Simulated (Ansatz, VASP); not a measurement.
**One calculation of SiW6, two programs**

```
W Si
1.0
     4.46825    0.00000    0.00000
    -2.23413    3.86962    0.00000
     0.00000    0.00000   21.72591
W Si
6 1
Direct
  0.66667 0.33333 0.18411
  0.33333 0.66667 0.22609
  0.00000 0.00000 0.26807
  0.66667 0.33333 0.30709
  0.33333 0.66667 0.34670
  0.00000 0.00000 0.38322
  0.66667 0.22222 0.51210
```

Alike in both runs: task single point; functional PBE; dispersion D3(BJ); k mesh 6 × 6 × 1; occupations gaussian, width 0.1 eV; no spin polarisation.

|  | VASP | Ansatz |
| --- | --- | --- |
| version | VASP 6.6.1 | Ansatz 0.2.0 |
| potentials or method | VASP PAW PBE potentials, release 64 (W_sv, Si), cutoff 520 eV | scalar-relativistic, plane waves, PAW |
| valence electrons in the cell | 88 | 88 |

Ansatz gave:

- gap on the k mesh at the Fermi level (eV): none
- rms of the force components (eV/Å): 0.779
- work function, face that differs most (eV): 3.92

Q: What did VASP give for the same quantities?

A: gap on the k mesh at the Fermi level (eV): none; rms of the force components (eV/Å): 0.788; work function, face that differs most (eV): 3.92.

Atom by atom the forces differ by 0.021 eV/Å (rms over components). A gap of «none» marks a metal or a gap that the smearing closes. Ansatz's warnings: dispersion switch in reach, vacuum below fermi.

Spin-orbit coupling is off throughout.
